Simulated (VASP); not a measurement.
# Yb (Pm-3m) in VASP: single point with BLYP

Aim: the single point of Yb with BLYP.

All numbers are computed with VASP 6.6.1; they aren't measurements. Logs are shortened: lines on timing, memory, paths and dates and some standing lists are left out, and cuts for length are marked.

## Step 1: The cell of the first run

The structure is cubic, space group Pm-3m (No. 221). The conventional cell has a = 3.497 Å, b = 3.497 Å, c = 3.497 Å, α = 90.00°, β = 90.00°, γ = 90.00°. Yb (site symmetry m-3m) has 6 Yb at 3.50 Å within 4.6 Å.

This isn't the form of Yb at room conditions, which is fcc.

## Step 2: Single point, BLYP

The input, INCAR:

```
SYSTEM = Yb
AGGAC = 1.0 ; AGGAX = 1.0
ALDAC = 0.0 ; ALDAX = 1.0
ALGO = Normal ; EDIFF = 1E-6
ENCUT = 520 ; GGA = B5
ISIF = 2 ; ISMEAR = -1
LASPH = .TRUE. ; LCHARG = .FALSE.
LREAL = .FALSE. ; LWAVE = .FALSE.
NBANDS = 18 ; NELM = 60
PREC = Accurate ; SIGMA = 0.1
```

The input, KPOINTS:

```
k-points
0
G
  15 15 15
  0 0 0
```

The input, POSCAR:

```
Yb
1.0
    3.4969872970      0.0000000000      0.0000000000
    0.0000000000      3.4969872970      0.0000000000
    0.0000000000      0.0000000000      3.4969872970
Yb
1
Direct
    0.0000000000      0.0000000000      0.0000000000
```

Potentials or basis: VASP PAW PBE potentials, release 64 (Yb).

On the command line:

```
$ cat potpaw_PBE.64/Yb/POTCAR > POTCAR
$ mpirun -np 1 vasp_std > vasp.out
```

OUTCAR:

```text
SYSTEM = Yb
   EDIFF = 1E-6
   ENCUT = 520
   GGA = B5
   ISIF = 2
   ISMEAR = -1
   LASPH = .TRUE.
   LREAL = .FALSE.
   NELM = 60
   PREC = Accurate

 ion  position               nearest neighbor table
   1  0.000  0.000  0.000-

  LATTYP: Found a simple cubic cell.
 ALAT       =     3.4969872970

  Lattice vectors:

 A1 = (   3.4969872970,   0.0000000000,   0.0000000000)
 A2 = (   0.0000000000,   3.4969872970,   0.0000000000)
 A3 = (   0.0000000000,   0.0000000000,   3.4969872970)

Analysis of symmetry for initial positions (statically):
=====================================================================
 Subroutine PRICEL returns:
 Original cell was already a primitive cell.

 Routine SETGRP: Setting up the symmetry group for a
 simple cubic supercell.

 Subroutine GETGRP returns: Found 48 space group operations
 (whereof 48 operations were pure point group operations)
 out of a pool of 48 trial point group operations.

The static configuration has the point symmetry O_h .

Analysis of symmetry for dynamics (positions and initial velocities):
=====================================================================
 Subroutine PRICEL returns:
 Original cell was already a primitive cell.

 Routine SETGRP: Setting up the symmetry group for a
 simple cubic supercell.

 Subroutine GETGRP returns: Found 48 space group operations
 (whereof 48 operations were pure point group operations)
 out of a pool of 48 trial point group operations.

The dynamic configuration has the point symmetry O_h .

 Subroutine INISYM returns: Found 48 space group operations
 (whereof 48 operations are pure point group operations),
 and found     1 'primitive' translations

----------------------------------------------------------------------------------------

                                     Primitive cell

  volume of cell :      42.7644

  direct lattice vectors                    reciprocal lattice vectors
     3.496987297  0.000000000  0.000000000     0.285960433  0.000000000  0.000000000
     0.000000000  3.496987297  0.000000000     0.000000000  0.285960433  0.000000000
     0.000000000  0.000000000  3.496987297     0.000000000  0.000000000  0.285960433

  length of vectors
     3.496987297  3.496987297  3.496987297     0.285960433  0.285960433  0.285960433

  position of ions in fractional coordinates (direct lattice)
     0.000000000  0.000000000  0.000000000

  ion indices of the primitive-cell ions
   primitive index   ion index
                 1           1

----------------------------------------------------------------------------------------

 KPOINTS: k-points

Automatic generation of k-mesh.
 Grid dimensions read from file:
 generate k-points for:   15   15   15

 Generating k-lattice:

  Cartesian coordinates                     Fractional coordinates (reciprocal lattice)
     0.019064029  0.000000000  0.000000000     0.066666667  0.000000000  0.000000000
     0.000000000  0.019064029  0.000000000     0.000000000  0.066666667  0.000000000
     0.000000000  0.000000000  0.019064029     0.000000000  0.000000000  0.066666667

  Length of vectors
     0.019064029  0.019064029  0.019064029

  Shift w.r.t. Gamma in fractional coordinates (k-lattice)
     0.000000000  0.000000000  0.000000000

 Subroutine IBZKPT returns following result:
 ===========================================

 Found    120 irreducible k-points:

 Following reciprocal coordinates:
            Coordinates               Weight
  0.000000  0.000000  0.000000      1.000000
  0.066667  0.000000  0.000000      6.000000
  0.133333  0.000000  0.000000      6.000000
  0.200000  0.000000  0.000000      6.000000
  0.266667  0.000000  0.000000      6.000000
  0.333333  0.000000  0.000000      6.000000
[... 16 lines left out ...]
  0.266667  0.200000  0.000000     24.000000
  0.333333  0.200000  0.000000     24.000000
 [... further k-points ...]
   k-points           NKPTS =    120   k-points in BZ     NKDIM =    120   number of bands    NBANDS=     18
   number of dos      NEDOS =    301   number of ions     NIONS =      1
   total plane-waves  NPLWV =  21952
   dimension x,y,z NGX =    28 NGY =   28 NGZ =   28
   dimension x,y,z NGXF=    56 NGYF=   56 NGZF=   56
   ions per type =               1
   NGX,Y,Z   is equivalent  to a cutoff of  13.31, 13.31, 13.31 a.u.
   NGXF,Y,Z  is equivalent  to a cutoff of  26.62, 26.62, 26.62 a.u.
 SYSTEM =  Yb
   PREC   = accura    normal or accurate (medium, high low for compatibility)
   ISTART =      0    job   : 0-new  1-cont  2-samecut
   ICHARG =      2    charge: 1-file 2-atom 10-const
   ISPIN  =      1    spin polarized calculation?
   LNONCOLLINEAR =      F non collinear calculations
   LSORBIT =      F    spin-orbit coupling
   LASPH  =      T    aspherical Exc in radial PAW
   ENCUT  =  520.0 eV  38.22 Ry    6.18 a.u.   6.50  6.50  6.50*2*pi/ulx,y,z
   NELM   =     60;   NELMIN=  2; NELMDL= -5     # of ELM steps
   EDIFF  = 0.1E-05   stopping-criterion for ELM
   LREAL  =      F    real-space projection
   EDIFFG = 0.1E-04   stopping-criterion for IOM
   NSW    =      0    number of steps for IOM
   IBRION =     -1    ionic relax: 0-MD 1-quasi-New 2-CG
   NFREE  =      0    steps in history (QN), initial steepest desc. (CG)
   ISIF   =      2    stress and relaxation
   ISYM   =      2    0-nonsym 1-usesym 2-fastsym
   POTIM  = 0.5000    time-step for ionic-motion
   TEBEG  =    0.0;   TEEND  =   0.0 temperature during run
   PSTRESS=    0.0 pullay stress
   NELECT =      24.0000    total number of electrons
   NUPDOWN=      -1.0000    fix difference up-down
   EMIN   =  10.00;   EMAX   =-10.00  energy-range for DOS
   EFERMI =   0.00;   METHOD = LEGACY
   ISMEAR =    -1;   SIGMA  =   0.10  broadening in eV -4-tet -1-fermi 0-gaus
   EFERMI_NEDOS =   21; number of points for ismear=-14 and -15
   IALGO  =     38    algorithm
   IMIX   =      4    mixing-type and parameters
     AMIX     =   0.40;   BMIX     =  1.00
     AMIX_MAG =   1.60;   BMIX_MAG =  1.00
  volume/ion in A,a.u.               =      42.76       288.59
  Fermi-wavevector in a.u.,A,eV,Ry     =   1.350365  2.551820 24.810030  1.823486
  Thomas-Fermi vector in A             =   2.477876
   LORBIT       =      0    0 simple, 1 ext, 2 COOP (PROOUT), +10 PAW based schemes
   GGA     = B5    functional components
   LHFCALC =     F    Hartree Fock is set to
   AEXX    =    0.0000 exact exchange contribution
   IVDW    =     0    specifies the selected vdW correction
   LEPSILON=     F    determine dielectric tensor
   LRPA    =     F    only Hartree local field effects (RPA)
 non-spin polarized calculation
  energy-cutoff  :      520.00
  volume of cell :       42.76
 maximum number of plane-waves:      1189
 NGX is ok and might be reduce to    28
   NGX = 13   NGY = 13   NGZ = 13

 number of electron      24.0000006 magnetization

 Free energy of the ion-electron system (eV)
  ---------------------------------------------------
  ext. energy  EPLUGINS =         0.00000000
  ---------------------------------------------------
  free energy    TOTEN  =        -2.32747503 eV

  energy without entropy =       -2.23860965  energy(sigma->0) =       -2.28304234

 E-fermi :   1.3594     XC(G=0):  -8.2169

 val. band max:        1.3561917065   @ k =   0.4667   0.2667   0.1333
 cond. band min:       1.3603709266   @ k =   0.4667   0.0667   0.0000
 fundamental gap:      0.0041792202
 Fermi energy:         1.3593722536

 k-point     1 :       0.0000    0.0000    0.0000
  band No.  band energies     occupation
      1     -50.4162      2.00000
      2     -22.8501      2.00000
      3     -22.8501      2.00000
      4     -22.8501      2.00000
      5      -3.1852      2.00000
      6       0.8166      1.99125
[... 10 lines left out ...]
     17       7.1836      0.00000
     18      10.4439      0.00000

 k-point     2 :       0.0667    0.0000    0.0000
  band No.  band energies     occupation
      1     -50.4156      2.00000
      2     -22.8643      2.00000
      3     -22.8489      2.00000
      4     -22.8489      2.00000
      5      -3.1115      2.00000
      6       0.8136      1.99151
[... 10 lines left out ...]
     17       7.1939      0.00000
     18      10.0001      0.00000

 k-point     3 :       0.1333    0.0000    0.0000
  band No.  band energies     occupation
      1     -50.4141      2.00000
      2     -22.9044      2.00000
      3     -22.8455      2.00000
      4     -22.8455      2.00000
      5      -2.8961      2.00000
      6       0.8055      1.99216
[... 10 lines left out ...]
     17       7.2231      0.00000
     18       9.1805      0.00000

 k-point     4 :       0.2000    0.0000    0.0000
  band No.  band energies     occupation
      1     -50.4118      2.00000
      2     -22.9628      2.00000
      3     -22.8406      2.00000
      4     -22.8406      2.00000
      5      -2.5551      2.00000
      6       0.7942      1.99300
[... 10 lines left out ...]
     17       7.2667      0.00000
     18       8.4528      0.00000

 k-point     5 :       0.2667    0.0000    0.0000
  band No.  band energies     occupation
      1     -50.4092      2.00000
      2     -23.0290      2.00000
      3     -22.8349      2.00000
      4     -22.8349      2.00000
      5      -2.1140      2.00000
      6       0.7766      1.99413
[... 10 lines left out ...]
     17       7.3175      0.00000
     18       8.0250      0.00000

 k-point     6 :       0.3333    0.0000    0.0000
  band No.  band energies     occupation
      1     -50.4066      2.00000
      2     -23.0915      2.00000
      3     -22.8295      2.00000
      4     -22.8295      2.00000
      5      -1.6089      2.00000
      6       0.7608      1.99499
[... 307 lines left out ...]
 k-point    21 :       0.4667    0.1333    0.0000
  band No.  band energies     occupation
      1     -50.4015      2.00000
      2     -23.1594      2.00000
      3     -22.8752      2.00000
      4     -22.8185      2.00000
      5      -0.4001      2.00000
      6       0.7240      1.99653
[... 10 lines left out ...]
     17       6.9693      0.00000
     18       8.6432      0.00000

 k-point    22 :       0.2000    0.2000    0.0000
  band No.  band energies     occupation
      1     -50.4074      2.00000
      2     -22.9553      2.00000
      3     -22.9484      2.00000
      4     -22.8312      2.00000
      5      -1.9312      2.00000
      6       0.7933      1.99307
[... 10 lines left out ...]
     17       6.4768      0.00000
     18       9.6070      0.00000

 k-point    23 :       0.2667    0.2000    0.0000
  band No.  band energies     occupation
      1     -50.4048      2.00000
      2     -23.0174      2.00000
      3     -22.9451      2.00000
      4     -22.8256      2.00000
      5      -1.4965      2.00000
      6       0.7811      1.99386
[... 10 lines left out ...]
     17       6.4232      0.00000
     18       9.0208      0.00000

 k-point    24 :       0.3333    0.2000    0.0000
  band No.  band energies     occupation
      1     -50.4023      2.00000
      2     -23.0789      2.00000
      3     -22.9389      2.00000
      4     -22.8203      2.00000
      5      -0.9957      2.00000
      6       0.7659      1.99472
[... 10 lines left out ...]
     17       6.4698      0.00000
     18       8.6579      0.00000

 [... further k-points ...]
[... 5 lines left out ...]
  --------------------------------------------------------------------------------------
  -------------------------------------------------------------------------------------
  Total        0.0252681      0.0252681      0.0252681     -0.0000000      0.0000000      0.0000000
  in kB        0.9466765      0.9466765      0.9466765     -0.0000000      0.0000000      0.0000000
  external PRESSURE =       0.9466765 kB  Pullay stress =       0.0000000 kB

 VOLUME and BASIS-vectors are now :
 -----------------------------------------------------------------------------
  energy-cutoff  :      520.00
  volume of cell :       42.76
      direct lattice vectors                 reciprocal lattice vectors
     3.496987297  0.000000000  0.000000000     0.285960433  0.000000000  0.000000000
     0.000000000  3.496987297  0.000000000     0.000000000  0.285960433  0.000000000
     0.000000000  0.000000000  3.496987297     0.000000000  0.000000000  0.285960433

 POSITION                                       TOTAL-FORCE (eV/Angst)
 -----------------------------------------------------------------------------------
      0.00000      0.00000      0.00000         0.000000      0.000000      0.000000
 -----------------------------------------------------------------------------------
    total drift:                               -0.000000      0.000000     -0.000000

  FREE ENERGIE OF THE ION-ELECTRON SYSTEM (eV)
  ---------------------------------------------------
  free  energy   TOTEN  =        -2.3274750261 eV

  energy  without entropy=       -2.2386096462  energy(sigma->0) =       -2.28304234
```

Run time: 2.4 min. Hardware: 1 thread of AMD EPYC 7R13 (Zen 3), shared host; peak memory 0.21 GiB.

Results:

```
Free energy            : -2.3275 eV
Pressure               : 0.1 GPa
Band gap on the k mesh : zero (bands 12 and 13 overlap by 0.64 eV)
```

Caveat: the PAW data sets were made with another functional, which shifts forces and pressure a little; spin-orbit coupling is left out, which moves the levels of the heavy elements.
